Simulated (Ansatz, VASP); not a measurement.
BeTe in VASP and in Ansatz

```
CELL_PARAMETERS angstrom
0.00000 2.80279 2.81680
2.80279 0.00000 2.81680
2.80279 2.80279 0.00000
ATOMIC_POSITIONS crystal
Be 0.00000 0.00000 0.00000
Te 0.75000 0.75000 0.75000
```

Change from the starting cell: z stretched by +0.5 %, x and y held, PAW files.

Alike in both runs: task single point; functional PBEsol; k mesh 8 × 8 × 8; no spin polarisation.

```csv
,VASP,Ansatz
version,VASP 6.6.1,Ansatz 0.2.0
potentials or method,"VASP PAW PBE potentials, release 64 (Be, Te)","PAW with Ansatz's default frozen-core files, scalar-relativistic"
plane-wave cutoff (eV),600,420
occupations,"gaussian, width 0.01 eV",fixed
valence electrons in the cell,8,18
```

VASP gave:

* gap on the k mesh at the Fermi level (eV): 1.81
* pressure (GPa): -0.1
* traceless stress, the component that is largest in VASP (GPa): -0.20

Task: What did Ansatz give for the same quantities?

Result: gap on the k mesh at the Fermi level (eV): 1.83; pressure (GPa): -0.3; traceless stress, the component that is largest in VASP (GPa): -0.20.

VASP's potentials were made for PBE, not for PBEsol. VASP's potentials hold 8 valence electrons a cell and Ansatz's 18, so a difference there can come from the potentials and not from the codes.

Spin-orbit coupling is off throughout.
